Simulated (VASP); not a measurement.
# EuO (Fm-3m) in VASP: further runs

Runs on EuO. Level: LDA+U. Tasks: single point.

Everything below comes from runs of VASP 6.6.1. Logs are shortened: lines on timing, memory, paths and dates and some standing lists are left out, and cuts for length are marked.

## Step 1: The cell of the first run

The structure is cubic, space group Fm-3m (No. 225). Conventional cell: a = 5.144 Å, b = 5.144 Å, c = 5.144 Å, α = 90.00°, β = 90.00°, γ = 90.00°. Eu (site symmetry m-3m) has 6 O at 2.57 Å within 3.4 Å. O (site symmetry m-3m) has 6 Eu at 2.57 Å within 3.4 Å.

## Step 2: Single point, LDA+U, collinear spin, zero start

INCAR reads:

```
PREC = Accurate
ENCUT = 600
EDIFF = 1E-6
ISMEAR = 0
SIGMA = 0.05
LREAL = F
LASPH = T
NELM = 200
ALGO = Normal
ISIF = 2
LWAVE = F
LCHARG = T
ISPIN = 2
MAGMOM = 0 0
LORBIT = 11
NUPDOWN = 0.0
LMAXMIX = 6
LDAU = T
LDAUTYPE = 2
LDAUL = 3 -1
LDAUU = 7 0
LDAUJ = 0 0
LDAUPRINT = 1
GGA = CA
LELF = T
LVHAR = T
NBANDS = 22
GGA_COMPAT = F
```

KPOINTS reads:

```
Automatic mesh
0
Gamma
  6 6 6
```

POSCAR reads:

```
EuO
1.0
    0.0000000000      2.5719519700      2.5719519700
    2.5719519700      0.0000000000      2.5719519700
    2.5719519700      2.5719519700      0.0000000000
Eu O
1 1
Direct
    0.5000000000      0.5000000000      0.5000000000
    0.0000000000      0.0000000000      0.0000000000
```

Potentials or basis: VASP PAW PBE potentials, release 64 (Eu, O).

Launch:

```
> cat potpaw_PBE.64/Eu/POTCAR potpaw_PBE.64/O/POTCAR > POTCAR
> mpirun -np 1 vasp_std > vasp.out
```

OUTCAR:

```text
PREC = Accurate
   ENCUT = 600
   EDIFF = 1E-6
   ISMEAR = 0
   LREAL = F
   LASPH = T
   NELM = 200
   ISIF = 2
   ISPIN = 2
   LORBIT = 11
   NUPDOWN = 0.0
   GGA = CA

 ion  position               nearest neighbor table
   1  0.500  0.500  0.500-   2 2.57   2 2.57   2 2.57   2 2.57   2 2.57   2 2.57
   2  0.000  0.000  0.000-   1 2.57   1 2.57   1 2.57   1 2.57   1 2.57   1 2.57

  LATTYP: Found a face centered cubic cell.
 ALAT       =     5.1439039400

  Lattice vectors:

 A1 = (   0.0000000000,   2.5719519700,   2.5719519700)
 A2 = (   2.5719519700,   0.0000000000,   2.5719519700)
 A3 = (   2.5719519700,   2.5719519700,   0.0000000000)

Analysis of symmetry for initial positions (statically):
=====================================================================
 Subroutine PRICEL returns:
 Original cell was already a primitive cell.

 Routine SETGRP: Setting up the symmetry group for a
 face centered cubic supercell.

 Subroutine GETGRP returns: Found 48 space group operations
 (whereof 48 operations were pure point group operations)
 out of a pool of 48 trial point group operations.

The static configuration has the point symmetry O_h .

Analysis of symmetry for dynamics (positions and initial velocities):
=====================================================================
 Subroutine PRICEL returns:
 Original cell was already a primitive cell.

 Routine SETGRP: Setting up the symmetry group for a
 face centered cubic supercell.

 Subroutine GETGRP returns: Found 48 space group operations
 (whereof 48 operations were pure point group operations)
 out of a pool of 48 trial point group operations.

The dynamic configuration has the point symmetry O_h .

Analysis of structural, dynamic, and magnetic symmetry:
=====================================================================
 Subroutine PRICEL returns:
 Original cell was already a primitive cell.

 Routine SETGRP: Setting up the symmetry group for a
 face centered cubic supercell.

 Subroutine GETGRP returns: Found 48 space group operations
 (whereof 48 operations were pure point group operations)
 out of a pool of 48 trial point group operations.

The overall configuration has the point symmetry O_h .

 Subroutine INISYM returns: Found 48 space group operations
 (whereof 48 operations are pure point group operations),
 and found     1 'primitive' translations

----------------------------------------------------------------------------------------

                                     Primitive cell

  volume of cell :      34.0266

  direct lattice vectors                    reciprocal lattice vectors
     0.000000000  2.571951970  2.571951970    -0.194404875  0.194404875  0.194404875
     2.571951970  0.000000000  2.571951970     0.194404875 -0.194404875  0.194404875
[... 116 lines left out ...]
 NGX is ok and might be reduce to    30
   NGX = 15   NGY = 15   NGZ = 15

 number of electron      23.0000002 magnetization      -0.0000000

atom =   1  type =  1  l = 3

 onsite density matrix

spin component  1

  0.6193  0.0000  0.4769 -0.0000  0.0000 -0.0000  0.0000
  0.0000  0.1734  0.0000 -0.0000  0.0000  0.0000 -0.0000
  0.4769  0.0000  0.3730  0.0000  0.0000 -0.0000  0.0000
 -0.0000 -0.0000  0.0000  0.9887 -0.0000 -0.0000 -0.0000
  0.0000  0.0000  0.0000 -0.0000  0.3730 -0.0000 -0.4769
 -0.0000  0.0000 -0.0000 -0.0000 -0.0000  0.0036  0.0000
  0.0000 -0.0000  0.0000 -0.0000 -0.4769  0.0000  0.6193

spin component  2

  0.6193 -0.0000  0.4769 -0.0000  0.0000 -0.0000  0.0000
 -0.0000  0.1727  0.0000 -0.0000  0.0000  0.0000  0.0000
  0.4769  0.0000  0.3730  0.0000  0.0000 -0.0000  0.0000
 -0.0000 -0.0000  0.0000  0.9887 -0.0000 -0.0000 -0.0000
  0.0000  0.0000  0.0000 -0.0000  0.3730 -0.0000 -0.4769
 -0.0000  0.0000 -0.0000 -0.0000 -0.0000  0.0037  0.0000
  0.0000  0.0000  0.0000 -0.0000 -0.4769  0.0000  0.6193

 occupancies and eigenvectors

  o =  0.0036  v =  0.0000  0.0000 -0.0000 -0.0000 -0.0000  1.0000 -0.0000  0.0000  0.0000  0.0000  0.0000  0.0000  0.0000  0.0000      0.0000  0.0000  0.0000  0.0000  0.0000  0.0000  0.0000  0.0000  0.0000  0.0000  0.0000  0.0000  0.0000  0.0000
  o =  0.0036  v =  0.0000  0.0000  0.0000 -0.0000 -0.7906 -0.0000 -0.6124  0.0000  0.0000  0.0000  0.0000  0.0000  0.0000  0.0000      0.0000  0.0000  0.0000  0.0000  0.0000  0.0000  0.0000  0.0000  0.0000  0.0000  0.0000  0.0000  0.0000  0.0000
  o =  0.0036  v = -0.6124  0.0000  0.7906 -0.0000  0.0000 -0.0000  0.0000  0.0000  0.0000  0.0000  0.0000  0.0000  0.0000  0.0000      0.0000  0.0000  0.0000  0.0000  0.0000  0.0000  0.0000  0.0000  0.0000  0.0000  0.0000  0.0000  0.0000  0.0000
  o =  0.0037  v =  0.0000  0.0000  0.0000  0.0000  0.0000  0.0000  0.0000  0.0000  0.0000 -0.0000  0.0000  0.0001  1.0000  0.0001      0.0000  0.0000  0.0000  0.0000  0.0000  0.0000  0.0000  0.0000  0.0000  0.0000  0.0000  0.0000  0.0000  0.0000
  o =  0.0037  v =  0.0000  0.0000  0.0000  0.0000  0.0000  0.0000  0.0000  0.6124  0.0000 -0.7906  0.0000 -0.0000  0.0000 -0.0000      0.0000  0.0000  0.0000  0.0000  0.0000  0.0000  0.0000  0.0000  0.0000  0.0000  0.0000  0.0000  0.0000  0.0000
  o =  0.0037  v =  0.0000  0.0000  0.0000  0.0000  0.0000  0.0000  0.0000  0.0000  0.0000  0.0000 -0.0000 -0.7906  0.0001 -0.6124      0.0000  0.0000  0.0000  0.0000  0.0000  0.0000  0.0000  0.0000  0.0000  0.0000  0.0000  0.0000  0.0000  0.0000
  o =  0.1727  v =  0.0000  0.0000  0.0000  0.0000  0.0000  0.0000  0.0000  0.0000  1.0000 -0.0000  0.0000  0.0000 -0.0000  0.0000      0.0000  0.0000  0.0000  0.0000  0.0000  0.0000  0.0000  0.0000  0.0000  0.0000  0.0000  0.0000  0.0000  0.0000
  o =  0.1734  v =  0.0000 -1.0000  0.0000  0.0000 -0.0000  0.0000  0.0000  0.0000  0.0000  0.0000  0.0000  0.0000  0.0000  0.0000      0.0000  0.0000  0.0000  0.0000  0.0000  0.0000  0.0000  0.0000  0.0000  0.0000  0.0000  0.0000  0.0000  0.0000
  o =  0.9887  v =  0.0000  0.0000  0.0000  0.0000  0.0000  0.0000  0.0000  0.0000 -0.0000  0.0000  1.0000  0.0014 -0.0000 -0.0018      0.0000  0.0000  0.0000  0.0000  0.0000  0.0000  0.0000  0.0000  0.0000  0.0000  0.0000  0.0000  0.0000  0.0000
  o =  0.9887  v =  0.0000  0.0000  0.0000  0.0000  0.0000  0.0000  0.0000  0.0000  0.0000  0.0000 -0.0022  0.6124 -0.0000 -0.7906      0.0000  0.0000  0.0000  0.0000  0.0000  0.0000  0.0000  0.0000  0.0000  0.0000  0.0000  0.0000  0.0000  0.0000
  o =  0.9887  v =  0.0000  0.0000  0.0000  0.0000  0.0000  0.0000  0.0000 -0.7906  0.0000 -0.6124  0.0000 -0.0000  0.0000 -0.0000      0.0000  0.0000  0.0000  0.0000  0.0000  0.0000  0.0000  0.0000  0.0000  0.0000  0.0000  0.0000  0.0000  0.0000
  o =  0.9887  v =  0.0000 -0.0000 -0.0000 -1.0000  0.0004 -0.0000 -0.0006  0.0000  0.0000  0.0000  0.0000  0.0000  0.0000  0.0000      0.0000  0.0000  0.0000  0.0000  0.0000  0.0000  0.0000  0.0000  0.0000  0.0000  0.0000  0.0000  0.0000  0.0000
  o =  0.9887  v =  0.0000  0.0000 -0.0000 -0.0007 -0.6124 -0.0000  0.7906  0.0000  0.0000  0.0000  0.0000  0.0000  0.0000  0.0000      0.0000  0.0000  0.0000  0.0000  0.0000  0.0000  0.0000  0.0000  0.0000  0.0000  0.0000  0.0000  0.0000  0.0000
  o =  0.9887  v = -0.7906  0.0000 -0.6124  0.0000 -0.0000  0.0000 -0.0000  0.0000  0.0000  0.0000  0.0000  0.0000  0.0000  0.0000      0.0000  0.0000  0.0000  0.0000  0.0000  0.0000  0.0000  0.0000  0.0000  0.0000  0.0000  0.0000  0.0000  0.0000

 number of electron      23.0000002 magnetization       0.0000000

 Free energy of the ion-electron system (eV)
  ---------------------------------------------------
  ext. energy  EPLUGINS =         0.00000000
  ---------------------------------------------------
  free energy    TOTEN  =       -12.67400159 eV

  energy without entropy =      -12.66945544  energy(sigma->0) =      -12.67172852

 E-fermi :   4.7205     XC(G=0): -11.4936

 val. band max:        4.7129555181   @ k =   0.0000   0.0000   0.0000
 cond. band min:       4.8097056096   @ k =   0.3333   0.0000   0.0000
 fundamental gap:      0.0967500915
 Fermi energy:         4.7169513659

 spin component 1

 k-point     1 :       0.0000    0.0000    0.0000
  band No.  band energies     occupation
      1     -36.8368      1.00000
      2     -15.3835      1.00000
      3     -15.3835      1.00000
      4     -15.3835      1.00000
      5     -14.0520      1.00000
      6      -0.2942      1.00000
[... 389 lines left out ...]
     21      13.2707      0.00000
     22      13.9489      0.00000
 Fermi energy:         4.7204763071

 spin component 2

 k-point     1 :       0.0000    0.0000    0.0000
  band No.  band energies     occupation
      1     -36.8366      1.00000
      2     -15.3835      1.00000
      3     -15.3835      1.00000
      4     -15.3835      1.00000
      5     -14.0520      1.00000
      6      -0.2940      1.00000
[... 389 lines left out ...]
     21      13.2704      0.00000
     22      13.9486      0.00000

------------------------ aborting loop because EDIFF is reached ----------------------------------------

  FORCE on cell =-STRESS in cart. coord.  units (eV):
  Direction    XX          YY          ZZ          XY          YZ          ZX
  --------------------------------------------------------------------------------------
  -------------------------------------------------------------------------------------
  Total       -3.7664670     -3.7664670     -3.7664670     -0.0000000      0.0000000     -0.0000000
  in kB     -177.3479597   -177.3479597   -177.3479597     -0.0000000      0.0000000     -0.0000000
  external PRESSURE =    -177.3479597 kB  Pullay stress =       0.0000000 kB

 VOLUME and BASIS-vectors are now :
 -----------------------------------------------------------------------------
  energy-cutoff  :      600.00
  volume of cell :       34.03
      direct lattice vectors                 reciprocal lattice vectors
     0.000000000  2.571951970  2.571951970    -0.194404875  0.194404875  0.194404875
     2.571951970  0.000000000  2.571951970     0.194404875 -0.194404875  0.194404875
     2.571951970  2.571951970  0.000000000     0.194404875  0.194404875 -0.194404875

 POSITION                                       TOTAL-FORCE (eV/Angst)
 -----------------------------------------------------------------------------------
      2.57195      2.57195      2.57195        -0.000000     -0.000000     -0.000000
      0.00000      0.00000      0.00000         0.000000      0.000000      0.000000
 -----------------------------------------------------------------------------------
    total drift:                                0.000000     -0.000000      0.000000

  FREE ENERGIE OF THE ION-ELECTRON SYSTEM (eV)
  ---------------------------------------------------
  free  energy   TOTEN  =       -12.6740015876 eV

  energy  without entropy=      -12.6694554441  energy(sigma->0) =      -12.67172852

 total charge

# of ion       s       p       d       f       tot
--------------------------------------------------
    1        2.016   5.622   0.560   6.291  14.489
    2        1.537   3.353   0.000   0.000   4.889
--------------------------------------------------
tot          3.552   8.975   0.560   6.291  19.378

 magnetization (x)

# of ion       s       p       d       f       tot
--------------------------------------------------
    1       -0.000  -0.000  -0.001   0.001   0.001
    2        0.000  -0.000   0.000   0.000  -0.000
--------------------------------------------------
tot         -0.000  -0.000  -0.001   0.001   0.001
```

Wall time 4.9 min (1 thread of Intel Xeon 8259CL, shared host); peak memory 0.19 GiB.

What came out:

- Free energy: -12.6740 eV
- Pressure: -17.7 GPa
- Net moment: 0.00 μB per cell
- Valence electrons inside the program's atomic spheres: Eu 14.49; O 4.89

Eigenvalues of the final occupation matrices:
| site | spin | trace | eigenvalues |
| --- | --- | --- | --- |
| site 1 f | 1 | 3.15 | 0.00 0.00 0.00 0.17 0.99 0.99 0.99 |
| site 1 f | 2 | 3.15 | 0.00 0.00 0.00 0.17 0.99 0.99 0.99 |

Caveat: the cell stands under tension; the PAW data sets were made with another functional, which shifts forces and pressure a little; spin-orbit coupling is left out, which moves the levels of the heavy elements; the total moment is fixed, so each spin has its own Fermi level.

[end of part 1 of 2]
